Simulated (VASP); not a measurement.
Here is a VASP 6.6.1 calculation.

The input INCAR:

```
SYSTEM = InSb3
PREC = Accurate
ENCUT = 520
EDIFF = 1E-6
ISMEAR = 0
SIGMA = 0.15
LREAL = .False.
LASPH = .True.
NELM = 60
ALGO = Normal
ISIF = 2
LWAVE = .False.
LCHARG = .False.
GGA = PE
NBANDS = 22
```

Contents of KPOINTS:

```
regular mesh
0
Gamma
  10 10 10
  0 0 0
```

Contents of POSCAR:

```
InSb3
1.0
    4.8752071477      0.0000000000      0.0000000000
    0.0000000000      4.8752071477      0.0000000000
    0.0000000000      0.0000000000      4.3179709707
In Sb
1 3
Direct
    0.0000000000      0.0000000000      0.0000000000
    0.5000000000      0.0000000000      0.5000000000
    0.0000000000      0.5000000000      0.5000000000
    0.5000000000      0.5000000000      0.0000000000
```

Potentials or basis: VASP PAW PBE potentials, release 64 (In_d, Sb).

Command:

```sh
$ cat potpaw_PBE.64/In_d/POTCAR potpaw_PBE.64/Sb/POTCAR > POTCAR
$ mpirun -np 1 vasp_std > vasp.out
```

Question: Predict the band gap on the k mesh.

Answer: Zero (band 14 reaches 11.78 eV, above the bottom of band 15 at 7.44 eV).

Question: Predict the pressure.

Answer: 5.0 GPa.

Stress tensor (GPa, compression positive):
```
5.29 0.00 0.00
0.00 5.29 0.00
0.00 0.00 4.31
```

Caveat: spin-orbit coupling is left out, which moves the levels of the heavy elements.
